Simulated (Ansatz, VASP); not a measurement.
## Two plane-wave programs on NaCl

File INCAR:

```
PREC     = Accurate       # precision mode
ENCUT    = 520            # plane-wave cutoff, eV
EDIFF    = 1E-7           # SCF threshold, eV
ISMEAR   = 0              # smearing method
SIGMA    = 0.05           # smearing width, eV
LREAL    = F              # projectors in reciprocal space
LASPH    = T              # aspherical terms in the spheres
NELM     = 100            # most SCF steps
ALGO     = Normal         # electronic algorithm
ISIF     = 2              # what is computed and relaxed
LWAVE    = F              # write WAVECAR
LCHARG   = F              # write CHGCAR
GGA      = PE             # functional
NBANDS   = 14             # bands
```

Contents of KPOINTS:

```
Automatic mesh
0
Gamma
  8 8 8
```

Contents of POSCAR:

```
NaCl
1.0
    0.0000000000      2.8034325000      2.8317500000
    2.8317500000      0.0000000000      2.8317500000
    2.8317500000      2.8034325000      0.0000000000
Na Cl
1 1
Direct
    0.0000000000      0.0000000000      0.0000000000
    0.5000000000      0.5000000000      0.5000000000
```

Input for Ansatz:

```yaml
crystal:
  lattice:
    - [0.0, 2.8034325, 2.83175]
    - [2.83175, 0.0, 2.83175]
    - [2.83175, 2.8034325, 0.0]
  atoms:
    - { symbol: Na, position: [0.0, 0.0, 0.0] }
    - { symbol: Cl, position: [0.5, 0.5, 0.5] }
basis:
  ecutwfc: 420
kpoints:
  mp_grid: { grid: [8, 8, 8] }
hamiltonian:
  xc: pbe
scf:
  occupations: { method: gaussian, width: 0.05 }
output:
  forces: true
  stress: true
  eigenvalues: true
```

Change from the starting cell: strain -0.0100 x Voigt [0, 1, 0, 0, 0, 0], atoms carried along.

Alike in both runs: task single point; functional PBE; k mesh 8 × 8 × 8; occupations gaussian, width 0.05 eV; no spin polarisation.

|  | VASP | Ansatz |
| --- | --- | --- |
| version | VASP 6.6.1 | Ansatz 0.2.0 |
| potentials or method | VASP PAW PBE potentials, release 64 (Na_pv, Cl), cutoff 520 eV | scalar-relativistic, plane waves, PAW |
| valence electrons in the cell | 14 | 16 |

|  | VASP | Ansatz | Ansatz less VASP |
| --- | --- | --- | --- |
| gap on the k mesh at the Fermi level (eV) | 5.10 | 5.10 | 0.000 |
| least direct gap on the mesh (eV) | 5.10 | 5.10 | 0.000 |
| pressure (GPa) | 0.7 | 0.7 | +0.03 |
| traceless stress, the component that is largest in VASP (GPa) | 0.28 | 0.28 | -0.002 |

With one functional, cell and mesh, what is left measures potentials, basis and numerics. VASP's potentials hold 14 valence electrons a cell and Ansatz's 16, so a difference there can come from the potentials and not from the codes.
